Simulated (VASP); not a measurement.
Write the native input for VASP 6.6.1 that does the following.

| Item | Value |
| --- | --- |
| Task | single point |
| Functional | r2SCAN |
| Dispersion | D3(BJ) |
| Potentials or basis | VASP PAW PBE potentials, release 64 (P) |
| Cutoff | 520 eV |
| k mesh | 15 × 15 × 15 |
| Occupations | gaussian, width 0.1 eV |
| Spin | no spin polarisation |
| Dipole correction | no |
| Further INCAR settings | ALGO = Normal; EDIFF = 1e-06; NBANDS = 12 |

Crystal: P.

```
P
1.0
     1.70409    0.98386    2.89232
    -1.70409    0.98386    2.89232
     0.00000   -1.96771    2.89232
P
2
Direct
  0.23345 0.23345 0.23345
  0.76655 0.76655 0.76655
```

This cell differs from its parent crystal: volume scaled by 0.94, then relaxed in part.

The input as run:

POSCAR

```
P
1.0
    1.7040905944      0.9838571634      2.8923210087
   -1.7040905944      0.9838571634      2.8923210087
    0.0000000000     -1.9677143268      2.8923210088
P
2
Direct
    0.2334499466      0.2334499466      0.2334499466
    0.7665500534      0.7665500534      0.7665500534
```

INCAR.step1

```
ALGO = Normal ; EDIFF = 1E-4
ENCUT = 520 ; GGA = PE
ISMEAR = 0 ; LASPH = T
LCHARG = F ; LREAL = F
LWAVE = T ; NBANDS = 12
NELM = 80 ; PREC = Accurate
SIGMA = 0.1
```

INCAR.step2

```
ALGO = Normal ; EDIFF = 1E-6
ENCUT = 520 ; ISIF = 2
ISMEAR = 0 ; ISTART = 1
IVDW = 12 ; LASPH = T
LCHARG = F ; LMIXTAU = T
LREAL = F ; LWAVE = F
METAGGA = R2SCAN ; NBANDS = 12
NELM = 80 ; PREC = Accurate
SIGMA = 0.1 ; VDW_A1 = 0.49484001
VDW_A2 = 5.73083694 ; VDW_S6 = 1.0
VDW_S8 = 0.78981345
```

KPOINTS

```
k-points
0
Gamma
  15 15 15
```

Potentials or basis: VASP PAW PBE potentials, release 64 (P).

The run is started by

```bash
$ cat potpaw_PBE.64/P/POTCAR > POTCAR
$ cp INCAR.step1 INCAR
$ mpirun -np 1 vasp_std > vasp.out
$ cp INCAR.step2 INCAR
$ mpirun -np 1 vasp_std > vasp.out
```

It gave:

- Pressure: 3.3 GPa
- Largest force: 0.093 eV/Å
- Band gap on the k mesh: zero (band 5 reaches 11.08 eV, above the bottom of band 6 at 9.45 eV)
- Dispersion energy per atom: -0.227 eV

Caveat: the PAW data sets were made with another functional, which shifts forces and pressure a little; pairwise dispersion overbinds metals, which lowers pressure and volume.

Wall time 2.7 min on 1 thread of Intel(R) Xeon(R) 6975P-C (Granite Rapids), with other jobs on the host, peak memory 0.23 GiB.
